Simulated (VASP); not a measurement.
# GaSb3 (I4/mmm) in VASP: notebook

Runs on GaSb3. Level: PBEsol. Tasks: single point.

All numbers are computed with VASP 6.6.1; they aren't measurements. Logs are shortened: lines on timing, memory, paths and dates and some standing lists are left out, and cuts for length are marked.

## Step 1: The cell of the first run

The structure is tetragonal, space group I4/mmm (No. 139). Conventional cell: a = 5.065 Å, b = 5.065 Å, c = 7.762 Å, α = 90.00°, β = 90.00°, γ = 90.00°. Ga (site symmetry 4/mmm) has 14 Sb at 3.19 to 3.88 Å within 4.2 Å. Sb (site symmetry -4m2) has 4 Ga at 3.19 Å and 10 Sb at 3.19 to 3.88 Å within 4.2 Å. Sb (site symmetry 4/mmm) has 8 Sb at 3.19 Å and 6 Ga at 3.58 to 3.88 Å within 4.2 Å.

## Step 2: Single point, PBEsol (24.89 Å³/atom)

File INCAR:

```
SYSTEM = GaSb3
PREC = Accurate
ENCUT = 520
EDIFF = 1E-6
ISMEAR = 0
SIGMA = 0.15
LREAL = .False.
LASPH = .True.
NELM = 60
ALGO = Normal
ISIF = 2
LWAVE = .False.
LCHARG = .False.
GGA = PS
NBANDS = 22
```

File KPOINTS:

```
Automatic mesh
0
Gamma
  10 10 10
  0 0 0
```

File POSCAR:

```
GaSb3
1.0
    0.0000000000      3.5817773716      3.8808557821
    3.5817773716      0.0000000000      3.8808557821
    3.5817773716      3.5817773716      0.0000000000
Ga Sb
1 3
Direct
    0.0000000000      0.0000000000      0.0000000000
    0.2500000000      0.2500000000      0.2500000000
    0.7500000000      0.7500000000      0.7500000000
    0.5000000000      0.5000000000      0.5000000000
```

Potentials or basis: VASP PAW PBE potentials, release 64 (Ga_d, Sb).

The run is started by

```
cat potpaw_PBE.64/Ga_d/POTCAR potpaw_PBE.64/Sb/POTCAR > POTCAR
mpirun -np 1 vasp_std > vasp.out
```

OUTCAR:

```text
SYSTEM = GaSb3
   PREC = Accurate
   ENCUT = 520
   EDIFF = 1E-6
   ISMEAR = 0
   LREAL = .False.
   LASPH = .True.
   NELM = 60
   ISIF = 2
   GGA = PS

 ion  position               nearest neighbor table
   1  0.000  0.000  0.000-   2 3.19   3 3.19   3 3.19   3 3.19   3 3.19   2 3.19   2 3.19   2 3.19

   2  0.250  0.250  0.250-   1 3.19   4 3.19   1 3.19   1 3.19   1 3.19   4 3.19   4 3.19   4 3.19
                             3 3.58   3 3.58   3 3.58   3 3.58
   3  0.750  0.750  0.750-   1 3.19   4 3.19   4 3.19   4 3.19   4 3.19   1 3.19   1 3.19   1 3.19
                             2 3.58   2 3.58   2 3.58   2 3.58
   4  0.500  0.500  0.500-   2 3.19   3 3.19   2 3.19   2 3.19   2 3.19   3 3.19   3 3.19   3 3.19

  LATTYP: Found a body centered tetragonal cell.
 ALAT       =     5.0653981363
 C/A-ratio  =     1.5323003948

  Lattice vectors:

 A1 = (  -3.5817773716,   0.0000000000,   3.8808557821)
 A2 = (   3.5817773716,   0.0000000000,   3.8808557821)
 A3 = (   0.0000000000,   3.5817773716,  -3.8808557821)

Analysis of symmetry for initial positions (statically):
=====================================================================
 Subroutine PRICEL returns:
 Original cell was already a primitive cell.

 Routine SETGRP: Setting up the symmetry group for a
 body centered tetragonal supercell.

 Subroutine GETGRP returns: Found 16 space group operations
 (whereof 16 operations were pure point group operations)
 out of a pool of 16 trial point group operations.

The static configuration has the point symmetry D_4h.

Analysis of symmetry for dynamics (positions and initial velocities):
=====================================================================
 Subroutine PRICEL returns:
 Original cell was already a primitive cell.

 Routine SETGRP: Setting up the symmetry group for a
 body centered tetragonal supercell.

 Subroutine GETGRP returns: Found 16 space group operations
 (whereof 16 operations were pure point group operations)
 out of a pool of 16 trial point group operations.

The dynamic configuration has the point symmetry D_4h.

 Subroutine INISYM returns: Found 16 space group operations
 (whereof 16 operations are pure point group operations),
 and found     1 'primitive' translations

----------------------------------------------------------------------------------------

                                     Primitive cell

  volume of cell :      99.5760

  direct lattice vectors                    reciprocal lattice vectors
     0.000000000  3.581777372  3.880855782    -0.139595499  0.139595499  0.128837563
     3.581777372  0.000000000  3.880855782     0.139595499 -0.139595499  0.128837563
     3.581777372  3.581777372  0.000000000     0.139595499  0.139595499 -0.128837563

  length of vectors
     5.281114536  5.281114536  5.065398136     0.235739102  0.235739102  0.235739102

  position of ions in fractional coordinates (direct lattice)
     0.000000000  0.000000000  0.000000000
     0.250000000  0.250000000  0.250000000
     0.750000000  0.750000000  0.750000000
     0.500000000  0.500000000  0.500000000

  ion indices of the primitive-cell ions
   primitive index   ion index
                 1           1
                 2           2
                 3           3
                 4           4

----------------------------------------------------------------------------------------

 KPOINTS: Automatic mesh

Automatic generation of k-mesh.
 Grid dimensions read from file:
 generate k-points for:   10   10   10

 Generating k-lattice:

  Cartesian coordinates                     Fractional coordinates (reciprocal lattice)
    -0.013959550  0.013959550  0.012883756     0.100000000  0.000000000  0.000000000
     0.013959550 -0.013959550  0.012883756     0.000000000  0.100000000  0.000000000
     0.013959550  0.013959550 -0.012883756     0.000000000  0.000000000  0.100000000

  Length of vectors
     0.023573910  0.023573910  0.023573910

  Shift w.r.t. Gamma in fractional coordinates (k-lattice)
     0.000000000  0.000000000  0.000000000

 Subroutine IBZKPT returns following result:
 ===========================================

 Found    102 irreducible k-points:

 Following reciprocal coordinates:
            Coordinates               Weight
  0.000000  0.000000  0.000000      1.000000
  0.100000  0.000000  0.000000      8.000000
  0.200000  0.000000  0.000000      8.000000
  0.300000  0.000000  0.000000      8.000000
  0.400000  0.000000  0.000000      8.000000
  0.500000  0.000000  0.000000      4.000000
[... 16 lines left out ...]
  0.300000  0.300000  0.000000      2.000000
  0.400000  0.300000  0.000000      8.000000
 [... further k-points ...]
   k-points           NKPTS =    102   k-points in BZ     NKDIM =    102   number of bands    NBANDS=     22
   number of dos      NEDOS =    301   number of ions     NIONS =      4
   total plane-waves  NPLWV =  64000
   dimension x,y,z NGX =    40 NGY =   40 NGZ =   40
   dimension x,y,z NGXF=    80 NGYF=   80 NGZF=   80
   ions per type =               1   3
   NGX,Y,Z   is equivalent  to a cutoff of  12.59, 12.59, 13.13 a.u.
   NGXF,Y,Z  is equivalent  to a cutoff of  25.18, 25.18, 26.26 a.u.
 SYSTEM =  GaSb3
   PREC   = accura    normal or accurate (medium, high low for compatibility)
   ISTART =      0    job   : 0-new  1-cont  2-samecut
   ICHARG =      2    charge: 1-file 2-atom 10-const
   ISPIN  =      1    spin polarized calculation?
   LNONCOLLINEAR =      F non collinear calculations
   LSORBIT =      F    spin-orbit coupling
   LASPH  =      T    aspherical Exc in radial PAW
   ENCUT  =  520.0 eV  38.22 Ry    6.18 a.u.   9.82  9.82  9.42*2*pi/ulx,y,z
   NELM   =     60;   NELMIN=  2; NELMDL= -5     # of ELM steps
   EDIFF  = 0.1E-05   stopping-criterion for ELM
   LREAL  =      F    real-space projection
   EDIFFG = 0.1E-04   stopping-criterion for IOM
   NSW    =      0    number of steps for IOM
   IBRION =     -1    ionic relax: 0-MD 1-quasi-New 2-CG
   NFREE  =      0    steps in history (QN), initial steepest desc. (CG)
   ISIF   =      2    stress and relaxation
   ISYM   =      2    0-nonsym 1-usesym 2-fastsym
   POTIM  = 0.5000    time-step for ionic-motion
   TEBEG  =    0.0;   TEEND  =   0.0 temperature during run
   PSTRESS=    0.0 pullay stress
   NELECT =      28.0000    total number of electrons
   NUPDOWN=      -1.0000    fix difference up-down
   EMIN   =  10.00;   EMAX   =-10.00  energy-range for DOS
   EFERMI =   0.00;   METHOD = LEGACY
   ISMEAR =     0;   SIGMA  =   0.15  broadening in eV -4-tet -1-fermi 0-gaus
   EFERMI_NEDOS =   21; number of points for ismear=-14 and -15
   IALGO  =     38    algorithm
   IMIX   =      4    mixing-type and parameters
     AMIX     =   0.40;   BMIX     =  1.00
     AMIX_MAG =   1.60;   BMIX_MAG =  1.00
  volume/ion in A,a.u.               =      24.89       167.99
  Fermi-wavevector in a.u.,A,eV,Ry     =   1.072530  2.026787 15.651050  1.150320
  Thomas-Fermi vector in A             =   2.208302
   LORBIT       =      0    0 simple, 1 ext, 2 COOP (PROOUT), +10 PAW based schemes
   GGA     = PS    functional components
   LHFCALC =     F    Hartree Fock is set to
   AEXX    =    0.0000 exact exchange contribution
   IVDW    =     0    specifies the selected vdW correction
   LEPSILON=     F    determine dielectric tensor
   LRPA    =     F    only Hartree local field effects (RPA)
 non-spin polarized calculation
 Gauss-broadening in eV      SIGMA  =   0.15
  energy-cutoff  :      520.00
  volume of cell :       99.58
 maximum number of plane-waves:      2706
   NGX = 19   NGY = 19   NGZ = 19

 number of electron      28.0000004 magnetization

 Free energy of the ion-electron system (eV)
  ---------------------------------------------------
  ext. energy  EPLUGINS =         0.00000000
  ---------------------------------------------------
  free energy    TOTEN  =       -16.35223080 eV

  energy without entropy =      -16.32378383  energy(sigma->0) =      -16.33800732

 E-fermi :   7.8244     XC(G=0): -10.4842

 val. band max:        7.8107650406   @ k =  -0.4000   0.1000   0.3000
 cond. band min:       7.8306272871   @ k =  -0.1000   0.5000   0.4000
 fundamental gap:      0.0198622466
 Fermi energy:         7.8243912533

 k-point     1 :       0.0000    0.0000    0.0000
  band No.  band energies     occupation
      1      -6.9385      2.00000
      2      -6.9335      2.00000
      3      -6.9335      2.00000
      4      -6.9253      2.00000
      5      -6.9167      2.00000
      6      -4.9487      2.00000
[... 14 lines left out ...]
     21      14.6722      0.00000
     22      14.9532      0.00000

 k-point     2 :       0.1000    0.0000    0.0000
  band No.  band energies     occupation
      1      -6.9385      2.00000
      2      -6.9339      2.00000
      3      -6.9333      2.00000
      4      -6.9255      2.00000
      5      -6.9168      2.00000
      6      -4.8683      2.00000
[... 14 lines left out ...]
     21      14.0732      0.00000
     22      14.6812      0.00000

 k-point     3 :       0.2000    0.0000    0.0000
  band No.  band energies     occupation
      1      -6.9387      2.00000
      2      -6.9346      2.00000
      3      -6.9326      2.00000
      4      -6.9258      2.00000
      5      -6.9168      2.00000
      6      -4.6284      2.00000
[... 14 lines left out ...]
     21      12.9042      0.00000
     22      13.8594      0.00000

 k-point     4 :       0.3000    0.0000    0.0000
  band No.  band energies     occupation
      1      -6.9401      2.00000
      2      -6.9347      2.00000
      3      -6.9320      2.00000
      4      -6.9261      2.00000
      5      -6.9167      2.00000
      6      -4.2361      2.00000
[... 14 lines left out ...]
     21      13.2391      0.00000
     22      13.6497      0.00000

 k-point     5 :       0.4000    0.0000    0.0000
  band No.  band energies     occupation
      1      -6.9417      2.00000
      2      -6.9344      2.00000
      3      -6.9316      2.00000
      4      -6.9262      2.00000
      5      -6.9166      2.00000
      6      -3.7210      2.00000
[... 417 lines left out ...]
 k-point    22 :      -0.2000    0.2000    0.0000
  band No.  band energies     occupation
      1      -6.9380      2.00000
      2      -6.9371      2.00000
      3      -6.9315      2.00000
      4      -6.9269      2.00000
      5      -6.9166      2.00000
      6      -4.0608      2.00000
[... 14 lines left out ...]
     21      13.5400      0.00000
     22      14.2608      0.00000

 k-point    23 :       0.3000    0.3000    0.0000
  band No.  band energies     occupation
      1      -6.9440      2.00000
      2      -6.9302      2.00000
      3      -6.9302      2.00000
      4      -6.9248      2.00000
      5      -6.9196      2.00000
      6      -4.0920      2.00000
[... 14 lines left out ...]
     21      12.1733      0.00000
     22      12.3458      0.00000

 k-point    24 :       0.4000    0.3000    0.0000
  band No.  band energies     occupation
      1      -6.9447      2.00000
      2      -6.9303      2.00000
      3      -6.9296      2.00000
      4      -6.9249      2.00000
      5      -6.9200      2.00000
      6      -3.7364      2.00000
[... 14 lines left out ...]
     21      12.4917      0.00000
     22      12.9873      0.00000

 [... further k-points ...]
[... 5 lines left out ...]
  --------------------------------------------------------------------------------------
  -------------------------------------------------------------------------------------
  Total       -0.3329564     -0.3329564     -1.6837328      0.0000000      0.0000000     -0.0000000
  in kB       -5.3572673     -5.3572673    -27.0912514      0.0000000      0.0000000     -0.0000000
  external PRESSURE =     -12.6019286 kB  Pullay stress =       0.0000000 kB

 VOLUME and BASIS-vectors are now :
 -----------------------------------------------------------------------------
  energy-cutoff  :      520.00
  volume of cell :       99.58
      direct lattice vectors                 reciprocal lattice vectors
     0.000000000  3.581777372  3.880855782    -0.139595499  0.139595499  0.128837563
     3.581777372  0.000000000  3.880855782     0.139595499 -0.139595499  0.128837563
     3.581777372  3.581777372  0.000000000     0.139595499  0.139595499 -0.128837563

 POSITION                                       TOTAL-FORCE (eV/Angst)
 -----------------------------------------------------------------------------------
      0.00000      0.00000      0.00000        -0.000000      0.000000      0.000000
      1.79089      1.79089      1.94043        -0.000000     -0.000000     -0.000000
      5.37267      5.37267      5.82128         0.000000      0.000000      0.000000
      3.58178      3.58178      3.88086        -0.000000      0.000000     -0.000000
 -----------------------------------------------------------------------------------
    total drift:                               -0.000000      0.000000      0.000000

  FREE ENERGIE OF THE ION-ELECTRON SYSTEM (eV)
  ---------------------------------------------------
  free  energy   TOTEN  =       -16.3522307984 eV

  energy  without entropy=      -16.3237838330  energy(sigma->0) =      -16.33800732
```

Wall time 4.9 min (1 thread of Intel Xeon 8259CL, shared host); peak memory 0.38 GiB.

What came out:

```yaml
Free_energy: -16.3522 eV
Pressure: -1.3 GPa
Band_gap_on_the_k_mesh: zero (bands 14 and 15 overlap by 4.28 eV)
```

Levels at points of the mesh, in eV from the Fermi level:
```tsv
k point	band 10	band 11	band 12	band 13	band 14	band 15	band 16	band 17	band 18	band 19
(0.00, 0.00, 0.00)	-2.86	-2.86	-2.86	-2.45	-2.45	-2.34	-1.11	-0.42	-0.42	3.25
(0.50, 0.00, 0.00)	-3.75	-3.52	-2.85	-2.60	-0.28	0.04	1.77	2.52	2.67	3.38
(0.50, 0.50, 0.00)	-5.25	-5.25	1.03	1.33	1.33	1.61	1.67	2.08	2.08	3.53
(0.50, 0.00, 0.50)	-5.54	-5.41	0.38	0.44	0.66	1.24	1.71	2.51	2.59	4.10
```

Caveat: the PAW data sets were made with another functional, which shifts forces and pressure a little; spin-orbit coupling is left out, which moves the levels of the heavy elements.

## Step 3: Single point, PBEsol (24.89 Å³/atom)

File INCAR:

```
  PREC = Accurate
  ENCUT = 520
  EDIFF = 1E-6
  ISMEAR = 0
  SIGMA = 0.15
  LREAL = F
  LASPH = T
  NELM = 100
  ALGO = Normal
  ISIF = 2
  LWAVE = F
  LCHARG = F
  GGA = PS
  NBANDS = 22
```

File KPOINTS:

```
regular mesh
0
Gamma
  10 10 10
```

File POSCAR:

```
GaSb3
1.0
    0.0000000000      3.6138583809      3.8122592060
    3.6138583809      0.0000000000      3.8122592060
    3.6138583809      3.6138583809      0.0000000000
Ga Sb
1 3
Direct
    0.0000000000      0.0000000000      0.0000000000
    0.2500000000      0.2500000000      0.2500000000
    0.7500000000      0.7500000000      0.7500000000
    0.5000000000      0.5000000000      0.5000000000
```

Potentials or basis: VASP PAW PBE potentials, release 64 (Ga_d, Sb).

The run is started by

```
cat potpaw_PBE.64/Ga_d/POTCAR potpaw_PBE.64/Sb/POTCAR > POTCAR
mpirun -np 1 vasp_std > vasp.out
```

Wall time 2 min (1 thread of AMD EPYC 7R13 (Zen 3), shared host); peak memory 0.35 GiB.

It converged, with:

```yaml
Free_energy: -16.3734 eV
Pressure: -1.4 GPa
Band_gap_on_the_k_mesh: zero (bands 14 and 15 overlap by 4.21 eV)
```

Stress tensor (GPa, compression positive):
```
-0.86  0.00  0.00
 0.00 -0.86  0.00
 0.00  0.00 -2.50
```

Levels at points of the mesh, in eV from the Fermi level:
| k point | band 10 | band 11 | band 12 | band 13 | band 14 | band 15 | band 16 | band 17 | band 18 | band 19 |
| --- | --- | --- | --- | --- | --- | --- | --- | --- | --- | --- |
| (0.00, 0.00, 0.00) | -2.79 | -2.79 | -2.68 | -2.44 | -2.44 | -2.44 | -1.03 | -0.53 | -0.53 | 3.27 |
| (0.50, 0.00, 0.00) | -3.74 | -3.56 | -2.81 | -2.63 | -0.26 | 0.06 | 1.90 | 2.40 | 2.79 | 3.27 |
| (0.50, 0.50, 0.00) | -5.29 | -5.29 | 0.98 | 1.27 | 1.27 | 1.51 | 1.80 | 2.07 | 2.07 | 3.63 |
| (0.50, 0.00, 0.50) | -5.48 | -5.39 | 0.60 | 0.63 | 0.86 | 1.49 | 1.53 | 2.40 | 2.40 | 4.03 |

Caveat: the PAW data sets were made with another functional, which shifts forces and pressure a little; spin-orbit coupling is left out, which moves the levels of the heavy elements.

## Step 4: Single point, PBEsol (24.89 Å³/atom)

File INCAR:

```
PREC = Accurate ; ENCUT = 520
EDIFF = 1E-6 ; ISMEAR = 0
SIGMA = 0.15 ; LREAL = False
LASPH = True ; NELM = 80
ALGO = Normal ; ISIF = 2
LWAVE = False ; LCHARG = False
GGA = PS ; NBANDS = 22
```

KPOINTS is that of step 3.

File POSCAR:

```
GaSb3
1.0
    0.0000000000      3.7448875480      3.5501533955
    3.7448875480      0.0000000000      3.5501533955
    3.7448875480      3.7448875480      0.0000000000
Ga Sb
1 3
Direct
    0.0000000000      0.0000000000      0.0000000000
    0.2500000000      0.2500000000      0.2500000000
    0.7500000000      0.7500000000      0.7500000000
    0.5000000000      0.5000000000      0.5000000000
```

The run is started by

```
cat potpaw_PBE.64/Ga_d/POTCAR potpaw_PBE.64/Sb/POTCAR > POTCAR
mpirun -np 1 vasp_std > vasp.out
```

It took 1.9 min on 1 thread of AMD EPYC 7R13 (Zen 3), shared host; peak memory 0.35 GiB.

Results (log left out):

- Free energy: -16.3802 eV
- Pressure: -1.4 GPa
- Band gap on the k mesh: zero (bands 14 and 15 overlap by 4.19 eV)

Stress tensor (GPa, compression positive):
```
-1.75  0.00  0.00
 0.00 -1.75  0.00
 0.00  0.00 -0.75
```

Levels at points of the mesh, in eV from the Fermi level:
```tsv
k point	band 12	band 13	band 14	band 15	band 16	band 17
(0.00, 0.00, 0.00)	-2.56	-2.55	-2.55	-2.45	-0.91	-0.91
(0.50, 0.00, 0.00)	-2.83	-2.61	-0.27	0.06	1.91	2.40
(0.50, 0.50, 0.00)	0.52	0.73	1.01	1.01	1.89	1.89
(0.50, 0.00, 0.50)	0.74	0.83	1.25	1.57	1.68	1.99
```

Caveat: the PAW data sets were made with another functional, which shifts forces and pressure a little; spin-orbit coupling is left out, which moves the levels of the heavy elements.

[end of part 1 of 2]
